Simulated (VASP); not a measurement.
A run of VASP 6.6.1 is set up as follows.

INCAR

```
ALGO = Fast
EDIFF = 1E-6
ENCUT = 520
GGA = PE
ISIF = 2
ISMEAR = 0
LASPH = True
LCHARG = False
LREAL = False
LWAVE = False
NBANDS = 26
NELM = 80
PREC = Accurate
SIGMA = 0.15
```

KPOINTS

```
k-points
0
Gamma
  10 10 10
```

File POSCAR:

```
Al2Cu
1.0
   -2.8748500000      2.8748500000      2.4901000000
    2.8748500000     -2.8748500000      2.4901000000
    2.8748500000      2.8748500000     -2.4901000000
Al Cu
4 2
Direct
    0.1587211657      0.6587211657      0.8174423314
    0.6587211657      0.8412788343      0.5000000000
    0.8412788343      0.3412788343      0.1825576686
    0.3412788343      0.1587211657      0.5000000000
    0.7500000000      0.7500000000      0.0000000000
    0.2500000000      0.2500000000      0.0000000000
```

Potentials or basis: VASP PAW PBE potentials, release 64 (Al, Cu).

Launch:

```sh
$ cat potpaw_PBE.64/Al/POTCAR potpaw_PBE.64/Cu/POTCAR > POTCAR
$ mpirun -np 1 vasp_std > vasp.out
```

Task: Estimate the largest force.

Result: 0.213 eV/Å.

Task: Predict the pressure.

Result: 10.9 GPa.

Stress tensor (GPa, compression positive):
```
14.22  0.00  0.00
 0.00 14.22  0.00
 0.00  0.00  4.40
```
